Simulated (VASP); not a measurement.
# SiSn2Ge3 (I4/mmm) in VASP: single point with PBE

Aim: the single point of SiSn2Ge3 with PBE.

Program: VASP 6.6.1. These are calculated values, not measurements. Logs are shortened: lines on timing, memory, paths and dates and some standing lists are left out, and cuts for length are marked.

**1. The cell of the first run**

Symmetry: I4/mmm, No. 139, tetragonal system. The conventional cell has a = 5.699 Å, b = 5.699 Å, c = 9.972 Å, α = 90.00°, β = 90.00°, γ = 90.00°. Si (site symmetry 4/mmm) has 2 Ge at 2.43 Å within 3.2 Å. Within 3.8 Å of Sn (site symmetry -4m2) lie 8 Ge at 2.85 to 3.79 Å and 4 Si at 3.79 Å. Ge (site symmetry 4mm) has 1 Si at 2.43 Å and 1 Ge at 2.56 Å and 4 Sn at 2.85 Å within 3.2 Å. Within 3.4 Å of Ge (site symmetry 4/mmm) lie 2 Ge at 2.56 Å.

The cell was built from a structure type or drawn by symmetry, and may not be a known phase.

**2. Single point, PBE**

Contents of INCAR:

```
SYSTEM = SiSn2Ge3
PREC     = Accurate       ! precision mode
ENCUT    = 520            ! plane-wave cutoff, eV
EDIFF    = 1E-6           ! SCF threshold, eV
ISMEAR   = 0              ! smearing method
SIGMA    = 0.1            ! smearing width, eV
LREAL    = .False.        ! projectors in reciprocal space
LASPH    = .True.         ! aspherical terms in the spheres
NELM     = 60             ! most SCF steps
ALGO     = Normal         ! electronic algorithm
ISIF     = 2              ! what is computed and relaxed
LWAVE    = .False.        ! write WAVECAR
LCHARG   = .False.        ! write CHGCAR
GGA      = PE             ! functional
NBANDS   = 46             ! bands
```

Contents of KPOINTS:

```
Automatic mesh
0
Gamma
  10 10 10
  0 0 0
```

Contents of POSCAR:

```
SiSn2Ge3
1.0
   -2.8495102279      2.8495102279      4.9861520628
    2.8495102279     -2.8495102279      4.9861520628
    2.8495102279      2.8495102279     -4.9861520628
Si Sn Ge
1 2 3
Direct
    0.0000000000      0.0000000000      0.0000000000
    0.2500000000      0.7500000000      0.5000000000
    0.7500000000      0.2500000000      0.5000000000
    0.7562938387      0.7562938387      0.0000000000
    0.2437061613      0.2437061613      0.0000000000
    0.5000000000      0.5000000000      0.0000000000
```

Potentials or basis: VASP PAW PBE potentials, release 64 (Si, Sn_d, Ge_d).

Started as:

```sh
$ cat potpaw_PBE.64/Si/POTCAR potpaw_PBE.64/Sn_d/POTCAR potpaw_PBE.64/Ge_d/POTCAR > POTCAR
$ mpirun -np 1 vasp_std > vasp.out
```

OUTCAR:

```text
SYSTEM = SiSn2Ge3
   PREC = Accurate
   ENCUT = 520
   EDIFF = 1E-6
   ISMEAR = 0
   LREAL = .False.
   LASPH = .True.
   NELM = 60
   ISIF = 2
   GGA = PE

 ion  position               nearest neighbor table
   1  0.000  0.000  0.000-   4 2.43   5 2.43
   2  0.250  0.750  0.500-   4 2.85   5 2.85   4 2.85   5 2.85
   3  0.750  0.250  0.500-   4 2.85   5 2.85   4 2.85   5 2.85
   4  0.756  0.756  0.000-   1 2.43   6 2.56   3 2.85   2 2.85   3 2.85   2 2.85
   5  0.244  0.244  0.000-   1 2.43   6 2.56   3 2.85   2 2.85   2 2.85   3 2.85
   6  0.500  0.500  0.000-   4 2.56   5 2.56

  LATTYP: Found a body centered tetragonal cell.
 ALAT       =     5.6990204558
 C/A-ratio  =     1.7498277472

  Lattice vectors:

 A1 = (  -2.8495102279,   2.8495102279,   4.9861520628)
 A2 = (   2.8495102279,  -2.8495102279,   4.9861520628)
 A3 = (   2.8495102279,   2.8495102279,  -4.9861520628)

Analysis of symmetry for initial positions (statically):
=====================================================================
 Subroutine PRICEL returns:
 Original cell was already a primitive cell.

 Routine SETGRP: Setting up the symmetry group for a
 body centered tetragonal supercell.

 Subroutine GETGRP returns: Found 16 space group operations
 (whereof 16 operations were pure point group operations)
 out of a pool of 16 trial point group operations.

The static configuration has the point symmetry D_4h.

Analysis of symmetry for dynamics (positions and initial velocities):
=====================================================================
 Subroutine PRICEL returns:
 Original cell was already a primitive cell.

 Routine SETGRP: Setting up the symmetry group for a
 body centered tetragonal supercell.

 Subroutine GETGRP returns: Found 16 space group operations
 (whereof 16 operations were pure point group operations)
 out of a pool of 16 trial point group operations.

The dynamic configuration has the point symmetry D_4h.

 Subroutine INISYM returns: Found 16 space group operations
 (whereof 16 operations are pure point group operations),
 and found     1 'primitive' translations

----------------------------------------------------------------------------------------

                                     Primitive cell

  volume of cell :     161.9444

  direct lattice vectors                    reciprocal lattice vectors
    -2.849510228  2.849510228  4.986152063     0.000000000  0.175468751  0.100277728
     2.849510228 -2.849510228  4.986152063     0.175468751  0.000000000  0.100277728
     2.849510228  2.849510228 -4.986152063     0.175468751  0.175468751  0.000000000

  length of vectors
     6.411016259  6.411016259  6.411016259     0.202101225  0.202101225  0.248150287

  position of ions in fractional coordinates (direct lattice)
     0.000000000  0.000000000  0.000000000
     0.250000000  0.750000000  0.500000000
     0.750000000  0.250000000  0.500000000
     0.756293839  0.756293839  0.000000000
     0.243706161  0.243706161  0.000000000
     0.500000000  0.500000000  0.000000000

  ion indices of the primitive-cell ions
   primitive index   ion index
                 1           1
                 2           2
                 3           3
                 4           4
                 5           5
                 6           6

----------------------------------------------------------------------------------------

 KPOINTS: Automatic mesh

Automatic generation of k-mesh.
 Grid dimensions read from file:
 generate k-points for:   10   10   10

 Generating k-lattice:

  Cartesian coordinates                     Fractional coordinates (reciprocal lattice)
     0.000000000  0.017546875  0.010027773     0.100000000  0.000000000  0.000000000
     0.017546875  0.000000000  0.010027773     0.000000000  0.100000000  0.000000000
     0.017546875  0.017546875  0.000000000     0.000000000  0.000000000  0.100000000

  Length of vectors
     0.020210123  0.020210123  0.024815029

  Shift w.r.t. Gamma in fractional coordinates (k-lattice)
     0.000000000  0.000000000  0.000000000

 Subroutine IBZKPT returns following result:
 ===========================================

 Found    102 irreducible k-points:

 Following reciprocal coordinates:
            Coordinates               Weight
  0.000000  0.000000  0.000000      1.000000
  0.100000  0.000000  0.000000      8.000000
  0.200000  0.000000  0.000000      8.000000
  0.300000  0.000000 -0.000000      8.000000
  0.400000  0.000000  0.000000      8.000000
  0.500000  0.000000  0.000000      4.000000
[... 16 lines left out ...]
  0.300000  0.300000 -0.000000      8.000000
  0.400000  0.300000 -0.000000     16.000000
 [... further k-points ...]
   k-points           NKPTS =    102   k-points in BZ     NKDIM =    102   number of bands    NBANDS=     46
   number of dos      NEDOS =    301   number of ions     NIONS =      6
   total plane-waves  NPLWV = 110592
   dimension x,y,z NGX =    48 NGY =   48 NGZ =   48
   dimension x,y,z NGXF=    96 NGYF=   96 NGZF=   96
   ions per type =               1   2   3
   NGX,Y,Z   is equivalent  to a cutoff of  12.45, 12.45, 12.45 a.u.
   NGXF,Y,Z  is equivalent  to a cutoff of  24.89, 24.89, 24.89 a.u.
 SYSTEM =  SiSn2Ge3
   PREC   = accura    normal or accurate (medium, high low for compatibility)
   ISTART =      0    job   : 0-new  1-cont  2-samecut
   ICHARG =      2    charge: 1-file 2-atom 10-const
   ISPIN  =      1    spin polarized calculation?
   LNONCOLLINEAR =      F non collinear calculations
   LSORBIT =      F    spin-orbit coupling
   LASPH  =      T    aspherical Exc in radial PAW
   ENCUT  =  520.0 eV  38.22 Ry    6.18 a.u.  11.92 11.92 11.92*2*pi/ulx,y,z
   NELM   =     60;   NELMIN=  2; NELMDL= -5     # of ELM steps
   EDIFF  = 0.1E-05   stopping-criterion for ELM
   LREAL  =      F    real-space projection
   EDIFFG = 0.1E-04   stopping-criterion for IOM
   NSW    =      0    number of steps for IOM
   IBRION =     -1    ionic relax: 0-MD 1-quasi-New 2-CG
   NFREE  =      0    steps in history (QN), initial steepest desc. (CG)
   ISIF   =      2    stress and relaxation
   ISYM   =      2    0-nonsym 1-usesym 2-fastsym
   POTIM  = 0.5000    time-step for ionic-motion
   TEBEG  =    0.0;   TEEND  =   0.0 temperature during run
   PSTRESS=    0.0 pullay stress
   NELECT =      74.0000    total number of electrons
   NUPDOWN=      -1.0000    fix difference up-down
   EMIN   =  10.00;   EMAX   =-10.00  energy-range for DOS
   EFERMI =   0.00;   METHOD = LEGACY
   ISMEAR =     0;   SIGMA  =   0.10  broadening in eV -4-tet -1-fermi 0-gaus
   EFERMI_NEDOS =   21; number of points for ismear=-14 and -15
   IALGO  =     38    algorithm
   IMIX   =      4    mixing-type and parameters
     AMIX     =   0.40;   BMIX     =  1.00
     AMIX_MAG =   1.60;   BMIX_MAG =  1.00
  volume/ion in A,a.u.               =      26.99       182.14
  Fermi-wavevector in a.u.,A,eV,Ry     =   1.260947  2.382844 21.633083  1.589987
  Thomas-Fermi vector in A             =   2.394431
   LORBIT       =      0    0 simple, 1 ext, 2 COOP (PROOUT), +10 PAW based schemes
   GGA     = PE    functional components
   LHFCALC =     F    Hartree Fock is set to
   AEXX    =    0.0000 exact exchange contribution
   IVDW    =     0    specifies the selected vdW correction
   LEPSILON=     F    determine dielectric tensor
   LRPA    =     F    only Hartree local field effects (RPA)
 non-spin polarized calculation
 Gauss-broadening in eV      SIGMA  =   0.10
  energy-cutoff  :      520.00
  volume of cell :      161.94
 maximum number of plane-waves:      4390
   NGX = 23   NGY = 23   NGZ = 23

 number of electron      74.0000006 magnetization

 Free energy of the ion-electron system (eV)
  ---------------------------------------------------
  ext. energy  EPLUGINS =         0.00000000
  ---------------------------------------------------
  free energy    TOTEN  =       -22.98021568 eV

  energy without entropy =      -22.96703315  energy(sigma->0) =      -22.97362442

 E-fermi :   4.9645     XC(G=0):  -9.5206

 val. band max:        4.9550380734   @ k =  -0.1000  -0.4000   0.1000
 cond. band min:       4.9704093108   @ k =   0.4000   0.2000   0.1000
 fundamental gap:      0.0153712374
 Fermi energy:         4.9644823244

 k-point     1 :       0.0000    0.0000    0.0000
  band No.  band energies     occupation
      1     -19.8802      2.00000
      2     -19.8507      2.00000
      3     -19.8501      2.00000
      4     -19.8263      2.00000
      5     -19.8263      2.00000
      6     -19.5860      2.00000
[... 38 lines left out ...]
     45       8.7991      0.00000
     46      11.5348      0.00000

 k-point     2 :       0.1000    0.0000    0.0000
  band No.  band energies     occupation
      1     -19.8802      2.00000
      2     -19.8507      2.00000
      3     -19.8501      2.00000
      4     -19.8263      2.00000
      5     -19.8263      2.00000
      6     -19.5861      2.00000
[... 38 lines left out ...]
     45       9.6159      0.00000
     46      11.4636      0.00000

 k-point     3 :       0.2000    0.0000    0.0000
  band No.  band energies     occupation
      1     -19.8801      2.00000
      2     -19.8507      2.00000
      3     -19.8501      2.00000
      4     -19.8263      2.00000
      5     -19.8263      2.00000
      6     -19.5864      2.00000
[... 38 lines left out ...]
     45      10.1412      0.00000
     46      10.3914      0.00000

 k-point     4 :       0.3000    0.0000   -0.0000
  band No.  band energies     occupation
      1     -19.8800      2.00000
      2     -19.8507      2.00000
      3     -19.8501      2.00000
      4     -19.8264      2.00000
      5     -19.8264      2.00000
      6     -19.5868      2.00000
[... 920 lines left out ...]
     45       9.6808      0.00000
     46      10.1620      0.00000

 k-point    23 :       0.3000    0.3000   -0.0000
  band No.  band energies     occupation
      1     -19.8799      2.00000
      2     -19.8507      2.00000
      3     -19.8501      2.00000
      4     -19.8264      2.00000
      5     -19.8264      2.00000
      6     -19.5865      2.00000
[... 38 lines left out ...]
     45       9.3276      0.00000
     46       9.8255      0.00000

 k-point    24 :       0.4000    0.3000   -0.0000
  band No.  band energies     occupation
      1     -19.8799      2.00000
      2     -19.8507      2.00000
      3     -19.8501      2.00000
      4     -19.8264      2.00000
      5     -19.8263      2.00000
      6     -19.5859      2.00000
[... 38 lines left out ...]
     45       8.7870      0.00000
     46       9.4181      0.00000

 [... further k-points ...]

------------------------ aborting loop because EDIFF is reached ----------------------------------------

  FORCE on cell =-STRESS in cart. coord.  units (eV):
  Direction    XX          YY          ZZ          XY          YZ          ZX
  --------------------------------------------------------------------------------------
  -------------------------------------------------------------------------------------
  Total        0.0154940      0.0154940     -0.0493962      0.0000000      0.0000000     -0.0000000
  in kB        0.1532880      0.1532880     -0.4886949      0.0000000      0.0000000     -0.0000000
  external PRESSURE =      -0.0607063 kB  Pullay stress =       0.0000000 kB

 VOLUME and BASIS-vectors are now :
 -----------------------------------------------------------------------------
  energy-cutoff  :      520.00
  volume of cell :      161.94
      direct lattice vectors                 reciprocal lattice vectors
    -2.849510228  2.849510228  4.986152063     0.000000000  0.175468751  0.100277728
     2.849510228 -2.849510228  4.986152063     0.175468751  0.000000000  0.100277728
     2.849510228  2.849510228 -4.986152063     0.175468751  0.175468751  0.000000000

 POSITION                                       TOTAL-FORCE (eV/Angst)
 -----------------------------------------------------------------------------------
      0.00000      0.00000      0.00000         0.000000      0.000000     -0.000000
      2.84951     -0.00000      2.49308         0.000000      0.000000      0.000000
     -0.00000      2.84951      2.49308         0.000000      0.000000      0.000000
      0.00000      0.00000      7.54199        -0.000000     -0.000000      0.008860
      0.00000      0.00000      2.43031        -0.000000     -0.000000     -0.008860
      0.00000      0.00000      4.98615         0.000000      0.000000      0.000000
 -----------------------------------------------------------------------------------
    total drift:                               -0.000000     -0.000000      0.000000

  FREE ENERGIE OF THE ION-ELECTRON SYSTEM (eV)
  ---------------------------------------------------
  free  energy   TOTEN  =       -22.9802156805 eV

  energy  without entropy=      -22.9670331505  energy(sigma->0) =      -22.97362442
```

It took 8.2 min on 1 thread of Intel Xeon Platinum 8488C (Sapphire Rapids), shared host; peak memory 0.76 GiB.

What came out:

* Free energy: -22.9802 eV
* Pressure: 0.0 GPa
* Largest force: 0.009 eV/Å
* Band gap on the k mesh: zero (bands 37 and 38 overlap by 2.12 eV)

Forces on the atoms (eV/Å):
```
Si   0.000  0.000  0.000
Sn   0.000  0.000  0.000
Sn   0.000  0.000  0.000
Ge   0.000  0.000  0.009
Ge   0.000  0.000 -0.009
Ge   0.000  0.000  0.000
```

Caveat: spin-orbit coupling is left out, which moves the levels of the heavy elements.
